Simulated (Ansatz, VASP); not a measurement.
# Two plane-wave programs on Sn

File INCAR:

```
PREC = Accurate
ENCUT = 520
EDIFF = 1E-6
ISMEAR = 0
SIGMA = 0.6
LREAL = F
LASPH = T
NELM = 80
ALGO = Normal
ISIF = 2
LWAVE = F
LCHARG = T
GGA = PE
LELF = T
LVHAR = T
NBANDS = 21
```

File KPOINTS:

```
regular mesh
0
Gamma
  8 8 8
```

Contents of POSCAR:

```
Sn
1.0
    0.0000000000      3.3289000152      3.3289000152
    3.3289000152      0.0000000000      3.3289000152
    3.3289000152      3.3289000152      0.0000000000
Sn
2
Direct
    0.5000000000      0.5000000000      0.5000000000
    0.7500000000      0.7500000000      0.7500000000
```

Input for Ansatz:

```yaml
crystal:
  lattice:
    - [0.0, 3.3289000152, 3.3289000152]
    - [3.3289000152, 0.0, 3.3289000152]
    - [3.3289000152, 3.3289000152, 0.0]
  atoms:
    - { symbol: Sn, position: [0.5, 0.5, 0.5] }
    - { symbol: Sn, position: [0.75, 0.75, 0.75] }
hamiltonian:
  xc: pbe
  pseudopotentials:
    kind: paw
    azcp:
      Sn: "pseudopotentials/Sn.paw.azcp"
basis:
  ecutwfc: 420
  fft_grid_basis: typed
kpoints:
  mp_grid: { grid: [8, 8, 8], shift: [0, 0, 0] }
magnetization:
  spin_polarized: false
scf:
  occupations: { method: gaussian, width: 0.6 }
  lower_state_search: "off"
output:
  stress: true
```

Alike in both runs: task single point; functional PBE; k mesh 8 × 8 × 8; occupations gaussian, width 0.6 eV; no spin polarisation.

|  | VASP | Ansatz |
| --- | --- | --- |
| version | VASP 6.6.1 | Ansatz 0.2.0 |
| potentials or method | VASP PAW PBE potentials, release 64 (Sn_d), cutoff 520 eV | plane waves (420 eV) with PAW, scalar-relativistic |
| valence electrons in the cell | 28 | 28 |

VASP gave:

- pressure (GPa): 0.1

Q: Which values does Ansatz return?

A: Pressure (GPa): 0.2.

With one functional, cell and mesh, what is left measures potentials, basis and numerics.
